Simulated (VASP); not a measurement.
# Ca (Im-3m) in VASP: further runs, part 2 of 2

VASP 6.6.1.

### Step 4. Single point, PBE (volume scaled by 0.68)

Contents of INCAR:

```
PREC = Accurate
ENCUT = 520
EDIFF = 1E-7
ISMEAR = -1
SIGMA = 0.05
LREAL = False
LASPH = True
NELM = 60
ALGO = Normal
ISIF = 2
LWAVE = False
LCHARG = True
GGA = PE
LELF = True
LVHAR = True
NBANDS = 11
```

Contents of KPOINTS:

```
regular mesh
0
Gamma
  12 12 12
```

Contents of POSCAR:

```
Ca
1.0
   -1.9282402279      1.9282402279      1.9282402279
    1.9282402279     -1.9282402279      1.9282402279
    1.9282402279      1.9282402279     -1.9282402279
Ca
1
Direct
    0.0000000000      0.0000000000      0.0000000000
```

Potentials or basis: VASP PAW PBE potentials, release 64 (Ca_sv).

On the command line:

```console
cat potpaw_PBE.64/Ca_sv/POTCAR > POTCAR
mpirun -np 1 vasp_std > vasp.out
```

OUTCAR:

```text
PREC = Accurate
   ENCUT = 520
   EDIFF = 1E-7
   ISMEAR = -1
   LREAL = False
   LASPH = True
   NELM = 60
   ISIF = 2
   GGA = PE

 ion  position               nearest neighbor table
   1  0.000  0.000  0.000-

  LATTYP: Found a body centered cubic cell.
 ALAT       =     3.8564804558

  Lattice vectors:

 A1 = (  -1.9282402279,   1.9282402279,   1.9282402279)
 A2 = (   1.9282402279,  -1.9282402279,   1.9282402279)
 A3 = (   1.9282402279,   1.9282402279,  -1.9282402279)

Analysis of symmetry for initial positions (statically):
=====================================================================
 Subroutine PRICEL returns:
 Original cell was already a primitive cell.

 Routine SETGRP: Setting up the symmetry group for a
 body centered cubic supercell.

 Subroutine GETGRP returns: Found 48 space group operations
 (whereof 48 operations were pure point group operations)
 out of a pool of 48 trial point group operations.

The static configuration has the point symmetry O_h .
[... 165 lines left out ...]
 fundamental gap:      0.1046187975
 Fermi energy:         3.7327696562

 k-point     1 :       0.0000    0.0000    0.0000
  band No.  band energies     occupation
      1     -37.4280      2.00000
      2     -18.2033      2.00000
      3     -18.2033      2.00000
      4     -18.2033      2.00000
      5      -0.8813      2.00000
      6       6.6161      0.00000
      7       6.6161      0.00000
      8       6.6161      0.00000
      9       8.1504      0.00000
     10       8.1504      0.00000
     11      16.1558      0.00000
[... 309 lines left out ...]
 k-point    24 :       0.4167    0.0833    0.0833
  band No.  band energies     occupation
      1     -37.3445      2.00000
      2     -18.6928      2.00000
      3     -18.3898      2.00000
      4     -18.2417      2.00000
      5       2.9382      2.00000
      6       4.3565      0.00001
      7       4.9466      0.00000
      8       8.2773      0.00000
      9       8.6576      0.00000
     10      10.1891      0.00000
     11      11.6531      0.00000

 [... further k-points ...]

------------------------ aborting loop because EDIFF is reached ----------------------------------------

  FORCE on cell =-STRESS in cart. coord.  units (eV):
  Direction    XX          YY          ZZ          XY          YZ          ZX
  --------------------------------------------------------------------------------------
  -------------------------------------------------------------------------------------
  Total        2.0806456      2.0806456      2.0806456      0.0000000      0.0000000     -0.0000000
  in kB      116.2425941    116.2425941    116.2425941      0.0000000      0.0000000     -0.0000000
  external PRESSURE =     116.2425941 kB  Pullay stress =       0.0000000 kB

 VOLUME and BASIS-vectors are now :
 -----------------------------------------------------------------------------
  energy-cutoff  :      520.00
  volume of cell :       28.68
      direct lattice vectors                 reciprocal lattice vectors
    -1.928240228  1.928240228  1.928240228     0.000000000  0.259303790  0.259303790
     1.928240228 -1.928240228  1.928240228     0.259303790  0.000000000  0.259303790
     1.928240228  1.928240228 -1.928240228     0.259303790  0.259303790  0.000000000

 POSITION                                       TOTAL-FORCE (eV/Angst)
 -----------------------------------------------------------------------------------
      0.00000      0.00000      0.00000        -0.000000      0.000000      0.000000
 -----------------------------------------------------------------------------------
    total drift:                                0.000000      0.000000      0.000000

  FREE ENERGIE OF THE ION-ELECTRON SYSTEM (eV)
  ---------------------------------------------------
  free  energy   TOTEN  =        -1.5477898756 eV

  energy  without entropy=       -1.5404330999  energy(sigma->0) =       -1.54411149
```

OSZICAR:

```text
N       E                     dE             d eps       ncg     rms          rms(c)
DAV:   1     0.692669066712E+02    0.69267E+02   -0.53128E+03  1584   0.867E+02
DAV:   2    -0.102494089608E+00   -0.69369E+02   -0.68563E+02  1689   0.222E+02
DAV:   3    -0.152187598937E+01   -0.14194E+01   -0.13824E+01  2167   0.317E+01
DAV:   4    -0.157769156518E+01   -0.55816E-01   -0.55574E-01  2049   0.529E+00
DAV:   5    -0.157943851126E+01   -0.17469E-02   -0.17468E-02  2173   0.683E-01    0.183E+00
DAV:   6    -0.155594344453E+01    0.23495E-01   -0.14616E-02  1957   0.128E+00    0.108E+00
DAV:   7    -0.154796304499E+01    0.79804E-02   -0.17986E-02  2050   0.142E+00    0.974E-02
DAV:   8    -0.154775955571E+01    0.20349E-03   -0.17903E-03  1851   0.395E-01    0.281E-02
DAV:   9    -0.154778894666E+01   -0.29391E-04   -0.65905E-05  1910   0.850E-02    0.134E-02
DAV:  10    -0.154779031619E+01   -0.13695E-05   -0.88198E-06  2440   0.194E-02    0.117E-03
DAV:  11    -0.154778987512E+01    0.44107E-06   -0.11924E-07  1702   0.383E-03    0.676E-04
DAV:  12    -0.154778987562E+01   -0.50261E-09   -0.68288E-08  1533   0.110E-03
   1 F= -.15477899E+01 E0= -.15441115E+01  d E =-.735678E-02
```

Wall time 25 s (1 thread of AMD EPYC 7R43 (Zen 3), shared host); peak memory 0.13 GiB.

What came out:

```
Free energy            : -1.5478 eV
Pressure               : 11.6 GPa
Band gap on the k mesh : zero (band 5 reaches 4.26 eV, above the bottom of band 6 at 3.24 eV)
```

Levels at points of the mesh, in eV from the Fermi level:
```csv
k point,band 3,band 4,band 5,band 6,band 7,band 8
"(0.00, 0.00, 0.00)",-21.94,-21.94,-4.61,2.88,2.88,2.88
"(0.50, 0.00, 0.00)",-22.10,-21.94,-1.13,0.71,1.43,4.42
"(0.50, 0.50, 0.50)",-22.29,-22.29,-0.49,-0.49,5.76,5.76
```

### Step 5. Single point, PBE (volume scaled by 0.78)

Contents of INCAR:

```
PREC = Accurate ; ENCUT = 520
EDIFF = 1E-6 ; ISMEAR = -1
SIGMA = 0.05 ; LREAL = False
LASPH = True ; NELM = 100
ALGO = Normal ; ISIF = 2
LWAVE = False ; LCHARG = False
GGA = PE ; NBANDS = 11
```

Contents of KPOINTS:

```
Automatic mesh
0
Gamma
  12 12 12
```

Contents of POSCAR:

```
Ca
1.0
   -2.0184734242      2.0184734242      2.0184734242
    2.0184734242     -2.0184734242      2.0184734242
    2.0184734242      2.0184734242     -2.0184734242
Ca
1
Direct
    0.0000000000      0.0000000000      0.0000000000
```

On the command line:

```console
cat potpaw_PBE.64/Ca_sv/POTCAR > POTCAR
mpirun -np 1 vasp_std > vasp.out
```

Wall time 22 s (1 thread of AMD EPYC 7R43 (Zen 3), shared host); peak memory 0.13 GiB.

Results (log left out):

- Free energy: -1.7738 eV
- Pressure: 5.9 GPa
- Band gap on the k mesh: zero (band 5 reaches 3.51 eV, above the bottom of band 6 at 2.81 eV)

Levels at points of the mesh, in eV from the Fermi level:
```
           k point  band 1  band 2  band 3  band 4  band 5  band 6  band 7  band 8  band 9  band 10
(0.00, 0.00, 0.00)  -41.47  -22.32  -22.32  -22.32   -4.48    2.66    2.66    2.66    4.01     4.01
(0.50, 0.00, 0.00)  -41.43  -22.66  -22.43  -22.33   -1.06    0.33    1.40    3.96    4.41     5.45
(0.50, 0.50, 0.50)  -41.39  -22.56  -22.56  -22.56   -0.29   -0.29    5.12    5.12    5.12     5.14
```

### Step 6. Single point, PBE (volume scaled by 0.88)

Contents of INCAR:

```
ALGO = Normal ; EDIFF = 1E-6
ENCUT = 520 ; GGA = PE
ISIF = 2 ; ISMEAR = -1
LASPH = T ; LCHARG = F
LREAL = F ; LWAVE = F
NBANDS = 11 ; NELM = 100
PREC = Accurate ; SIGMA = 0.05
```

Contents of KPOINTS:

```
k-points
0
Gamma
  12 12 12
```

Contents of POSCAR:

```
Ca
1.0
   -2.1012887025      2.1012887025      2.1012887025
    2.1012887025     -2.1012887025      2.1012887025
    2.1012887025      2.1012887025     -2.1012887025
Ca
1
Direct
    0.0000000000      0.0000000000      0.0000000000
```

Potentials or basis: VASP PAW PBE potentials, release 64 (Ca_sv).

On the command line:

```console
cat potpaw_PBE.64/Ca_sv/POTCAR > POTCAR
mpirun -np 1 vasp_std > vasp.out
```

Run time: 23 s. Hardware: 1 thread of AMD EPYC 7R43 (Zen 3), shared host; peak memory 0.14 GiB.

It converged, with:

```yaml
Free_energy: -1.8816 eV
Pressure: 2.5 GPa
Band_gap_on_the_k_mesh: zero (band 5 reaches 2.92 eV, above the bottom of band 6 at 2.44 eV)
```

Levels at points of the mesh, in eV from the Fermi level:
| k point | band 3 | band 4 | band 5 | band 6 | band 7 | band 8 |
| --- | --- | --- | --- | --- | --- | --- |
| (0.00, 0.00, 0.00) | -22.65 | -22.65 | -4.31 | 2.47 | 2.47 | 2.47 |
| (0.50, 0.00, 0.00) | -22.73 | -22.65 | -1.00 | 0.10 | 1.36 | 3.60 |
| (0.50, 0.50, 0.50) | -22.81 | -22.81 | -0.13 | -0.13 | 4.48 | 4.48 |

### Step 7. Overview

| cell | gap on the mesh (eV) | pressure (GPa) |
| --- | --- | --- |
| a = 3.014 Å, angles 109.5°, 1 atom | none | 32.8 |
| a = 3.167 Å, angles 109.5°, 1 atom | none | 21.0 |
| a = 3.340 Å, angles 109.5°, 1 atom | none | 11.6 |
| a = 3.496 Å, angles 109.5°, 1 atom | none | 5.9 |
| a = 3.640 Å, angles 109.5°, 1 atom | none | 2.5 |

Alike in all rows: task single point; level PBE; potentials or basis VASP PAW PBE potentials, release 64 (Ca_sv); no spin polarisation; k mesh 12 × 12 × 12; cutoff (eV) 520; smearing fermi-dirac 0.05 eV.

Total energies depend on the potentials used, so only differences within one code and one set of settings carry meaning.
